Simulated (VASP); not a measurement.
# MgO (P6_3mc) in VASP: notebook, part 3 of 3

VASP 6.6.1.

### Step 6. Single point, PBE

This run uses another cell than the first one, of 12.36 Å³/atom, 0.869 times its volume.

Contents of INCAR:

```
SYSTEM = MgO
PREC = Accurate ; ENCUT = 520
EDIFF = 1E-6 ; ISMEAR = 0
SIGMA = 0.05 ; LREAL = .False.
LASPH = .True. ; NELM = 100
ALGO = Normal ; ISIF = 2
LWAVE = .False. ; LCHARG = .True.
GGA = PE ; LELF = .True.
LVHAR = .True. ; NBANDS = 26
```

Contents of KPOINTS:

```
Automatic mesh
0
Gamma
  9 9 2
  0 0 0
```

Contents of POSCAR:

```
MgO
1.0
    3.1712000000      0.0000000000      0.0000000000
   -1.5856000000      2.7463397605      0.0000000000
    0.0000000000      0.0000000000     11.3550000000
Mg O
4 4
Direct
    0.3333333333      0.6666666667      0.9694906392
    0.0000000000      0.0000000000      0.2208211786
    0.0000000000      0.0000000000      0.7208211786
    0.6666666667      0.3333333333      0.4694906392
    0.3333333333      0.6666666667      0.7800420079
    0.0000000000      0.0000000000      0.5296443544
    0.0000000000      0.0000000000      0.0296443544
    0.6666666667      0.3333333333      0.2800420079
```

Potentials or basis: VASP PAW PBE potentials, release 64 (Mg, O).

Started as:

```console
> cat potpaw_PBE.64/Mg/POTCAR potpaw_PBE.64/O/POTCAR > POTCAR
> mpirun -np 1 vasp_std > vasp.out
```

OUTCAR:

```text
SYSTEM = MgO
   PREC = Accurate
   ENCUT = 520
   EDIFF = 1E-6
   ISMEAR = 0
   LREAL = .False.
   LASPH = .True.
   NELM = 100
   ISIF = 2
   GGA = PE

 ion  position               nearest neighbor table
   1  0.333  0.667  0.969-   7 1.95   7 1.95   7 1.95   5 2.15   3 3.37   3 3.37   3 3.37   2 3.39
                             2 3.39   2 3.39
   2  0.000  0.000  0.221-   8 1.95   8 1.95   8 1.95   7 2.17   4 3.37   4 3.37   4 3.37   1 3.39
                             1 3.39   1 3.39
   3  0.000  0.000  0.721-   5 1.95   5 1.95   5 1.95   6 2.17   1 3.37   1 3.37   1 3.37   4 3.39
                             4 3.39   4 3.39
   4  0.667  0.333  0.469-   6 1.95   6 1.95   6 1.95   8 2.15   2 3.37   2 3.37   2 3.37   3 3.39
                             3 3.39   3 3.39
   5  0.333  0.667  0.780-   3 1.95   3 1.95   3 1.95   1 2.15
   6  0.000  0.000  0.530-   4 1.95   4 1.95   4 1.95   3 2.17
   7  0.000  0.000  0.030-   1 1.95   1 1.95   1 1.95   2 2.17
   8  0.667  0.333  0.280-   2 1.95   2 1.95   2 1.95   4 2.15

  LATTYP: Found a hexagonal cell.
 ALAT       =     3.1712000000
 C/A-ratio  =     3.5806634712

  Lattice vectors:

 A1 = (   3.1712000000,   0.0000000000,   0.0000000000)
 A2 = (  -1.5856000000,   2.7463397605,   0.0000000000)
 A3 = (   0.0000000000,   0.0000000000,  11.3550000000)

Analysis of symmetry for initial positions (statically):
=====================================================================
 Subroutine PRICEL returns:
 Original cell was already a primitive cell.

 Routine SETGRP: Setting up the symmetry group for a
 hexagonal supercell.

 Subroutine GETGRP returns: Found 12 space group operations
 (whereof  6 operations were pure point group operations)
 out of a pool of 24 trial point group operations.

The static configuration has the point symmetry C_3v.
 The point group associated with its full space group is C_6v.

Analysis of symmetry for dynamics (positions and initial velocities):
[... 146 lines left out ...]
  Thomas-Fermi vector in A             =   2.260592
   LORBIT       =      0    0 simple, 1 ext, 2 COOP (PROOUT), +10 PAW based schemes
   GGA     = PE    functional components
   LHFCALC =     F    Hartree Fock is set to
   AEXX    =    0.0000 exact exchange contribution
   IVDW    =     0    specifies the selected vdW correction
   LEPSILON=     F    determine dielectric tensor
   LRPA    =     F    only Hartree local field effects (RPA)
 non-spin polarized calculation
 Gauss-broadening in eV      SIGMA  =   0.05
  energy-cutoff  :      520.00
  volume of cell :       98.89
 maximum number of plane-waves:      2680
 NGX is ok and might be reduce to    24
   NGX = 11   NGY = 11   NGZ = 43

 number of electron      31.9999974 magnetization

 Free energy of the ion-electron system (eV)
  ---------------------------------------------------
  ext. energy  EPLUGINS =         0.00000000
  ---------------------------------------------------
  free energy    TOTEN  =       -46.41284972 eV

  energy without entropy =      -46.41284972  energy(sigma->0) =      -46.41284972

 E-fermi :   0.9776     XC(G=0):  -9.5418

 val. band max:        0.6857719796   @ k =   0.0000   0.0000   0.0000
 cond. band min:       3.9661153788   @ k =   0.0000   0.0000   0.0000
 fundamental gap:      3.2803433992
 Fermi energy:         0.9775997954

 k-point     1 :       0.0000    0.0000    0.0000
  band No.  band energies     occupation
      1     -15.2189      2.00000
      2     -15.0048      2.00000
      3     -14.9561      2.00000
      4     -14.7244      2.00000
      5      -2.5044      2.00000
      6      -1.3761      2.00000
[... 685 lines left out ...]
     25      13.0953      0.00000
     26      13.1174      0.00000

------------------------ aborting loop because EDIFF is reached ----------------------------------------

  FORCE on cell =-STRESS in cart. coord.  units (eV):
  Direction    XX          YY          ZZ          XY          YZ          ZX
  --------------------------------------------------------------------------------------
  -------------------------------------------------------------------------------------
  Total        4.8368489      4.8368489     -8.5061641      0.0000000      0.0000000      0.0000000
  in kB       78.3624611     78.3624611   -137.8095459      0.0000000      0.0000000      0.0000000
  external PRESSURE =       6.3051254 kB  Pullay stress =       0.0000000 kB

 VOLUME and BASIS-vectors are now :
 -----------------------------------------------------------------------------
  energy-cutoff  :      520.00
  volume of cell :       98.89
      direct lattice vectors                 reciprocal lattice vectors
     3.171200000  0.000000000  0.000000000     0.315338042  0.182060504  0.000000000
    -1.585600000  2.746339761  0.000000000     0.000000000  0.364121007  0.000000000
     0.000000000  0.000000000 11.355000000     0.000000000  0.000000000  0.088066931

 POSITION                                       TOTAL-FORCE (eV/Angst)
 -----------------------------------------------------------------------------------
     -0.00000      1.83089     11.00857         0.000000     -0.000000     -0.527377
      0.00000      0.00000      2.50742        -0.000000     -0.000000     -0.588167
      0.00000      0.00000      8.18492         0.000000     -0.000000     -0.588167
      1.58560      0.91545      5.33107        -0.000000      0.000000     -0.527377
     -0.00000      1.83089      8.85738        -0.000000     -0.000000      0.582489
      0.00000      0.00000      6.01411         0.000000     -0.000000      0.533054
      0.00000      0.00000      0.33661         0.000000     -0.000000      0.533054
      1.58560      0.91545      3.17988         0.000000      0.000000      0.582489
 -----------------------------------------------------------------------------------
    total drift:                               -0.000000     -0.000000     -0.001298

  FREE ENERGIE OF THE ION-ELECTRON SYSTEM (eV)
  ---------------------------------------------------
  free  energy   TOTEN  =       -46.4128497151 eV

  energy  without entropy=      -46.4128497151  energy(sigma->0) =      -46.41284972
```

OSZICAR:

```text
N       E                     dE             d eps       ncg     rms          rms(c)
DAV:   1     0.144340354252E+03    0.14434E+03   -0.14408E+04  1248   0.107E+03
DAV:   2    -0.439471402584E+02   -0.18829E+03   -0.17625E+03  1616   0.234E+02
DAV:   3    -0.552138087360E+02   -0.11267E+02   -0.11211E+02  1600   0.588E+01
DAV:   4    -0.552866386451E+02   -0.72830E-01   -0.72804E-01  1440   0.545E+00
DAV:   5    -0.552871083874E+02   -0.46974E-03   -0.46967E-03  1520   0.432E-01    0.167E+01
DAV:   6    -0.465629566171E+02    0.87242E+01   -0.33013E+01  1370   0.327E+01    0.578E+00
DAV:   7    -0.464450153903E+02    0.11794E+00   -0.56960E-01  1312   0.469E+00    0.331E+00
DAV:   8    -0.464154673115E+02    0.29548E-01   -0.23403E-01  1404   0.440E+00    0.659E-01
DAV:   9    -0.464105862096E+02    0.48811E-02   -0.18252E-02  1620   0.884E-01    0.184E-01
DAV:  10    -0.464127818157E+02   -0.21956E-02   -0.29627E-03  1322   0.302E-01    0.649E-02
DAV:  11    -0.464128432307E+02   -0.61415E-04   -0.84916E-05  1530   0.698E-02    0.322E-02
DAV:  12    -0.464128452509E+02   -0.20202E-05   -0.26579E-05  1356   0.357E-02    0.105E-02
DAV:  13    -0.464128498218E+02   -0.45709E-05   -0.64868E-06  1338   0.177E-02    0.317E-03
DAV:  14    -0.464128497151E+02    0.10675E-06   -0.33405E-07  1038   0.674E-03
   1 F= -.46412850E+02 E0= -.46412850E+02  d E =-.594816E-18
```

stdout:

```text
POSCAR found type information on POSCAR MgO
 POSCAR found :  2 types and       8 ions
 scaLAPACK will be used
 LDA part: xc-table for (Slater+PW92), standard interpolation
 POSCAR, INCAR and KPOINTS ok, starting setup
 FFT: planning ... GRIDC
 FFT: planning ... GRID_SOFT
 FFT: planning ... GRID
 WAVECAR not read
 entering main loop
```

Wall time 49 s (1 thread of Intel Xeon Platinum 8124M at 3.00GHz (Skylake/Cascade Lake), shared host); peak memory 0.22 GiB.

Results:

| Property | Result |
| --- | --- |
| Free energy | -46.4128 eV |
| Pressure | 0.6 GPa |
| Largest force | 0.588 eV/Å |
| Band gap on the k mesh | 3.28 eV, direct |

Forces in eV/Å, atoms in the order of the input:
```
Mg   0.000  0.000 -0.527
Mg   0.000  0.000 -0.588
Mg   0.000  0.000 -0.588
Mg   0.000  0.000 -0.527
O    0.000  0.000  0.582
O    0.000  0.000  0.533
O    0.000  0.000  0.533
O    0.000  0.000  0.582
```

Levels at points of the mesh, in eV from the valence-band top:
```
           k point  band 12  band 13  band 14  band 15  band 16  band 17  band 18  band 19  band 20  band 21
(0.00, 0.00, 0.00)    -0.10    -0.04    -0.04     0.00     0.00     3.28     5.60     5.66     8.65     8.96
(0.00, 0.00, 0.50)    -0.12    -0.02    -0.02    -0.02    -0.02     4.09     4.09     7.24     7.24    10.37
```

### Step 7. The runs side by side

| cell | gap on the mesh (eV) | pressure (GPa) | largest force (eV/Å) |
| --- | --- | --- | --- |
| a = 3.445, b = 3.445, c = 11.075 Å, angles 90.0, 90.0, 120.0°, 8 atoms | 2.69 | -13.0 | 0.06 |
| a = 3.335, b = 3.335, c = 10.233 Å, angles 90.0, 90.0, 120.0°, 8 atoms | 3.32 | -0.9 | 0.43 |
| a = 3.281, b = 3.281, c = 10.514 Å, angles 90.0, 90.0, 120.0°, 8 atoms | 3.44 | -0.4 | - |
| a = 3.445, b = 3.445, c = 9.673 Å, angles 90.0, 90.0, 120.0°, 8 atoms | 3.08 | 0.5 | 1.73 |
| a = 3.171, b = 3.171, c = 11.355 Å, angles 90.0, 90.0, 120.0°, 8 atoms | 3.28 | 0.6 | 0.59 |

Alike in all rows: task single point; level PBE; potentials or basis VASP PAW PBE potentials, release 64 (Mg, O); no spin polarisation; k mesh 9 × 9 × 2; cutoff (eV) 520; smearing gaussian 0.05 eV.

Caveats: forces of over 1 eV/Å act on the atoms, so gaps and moduli don't describe the material at rest (some runs).

Absolute energies hang on the potentials; compare differences alone.
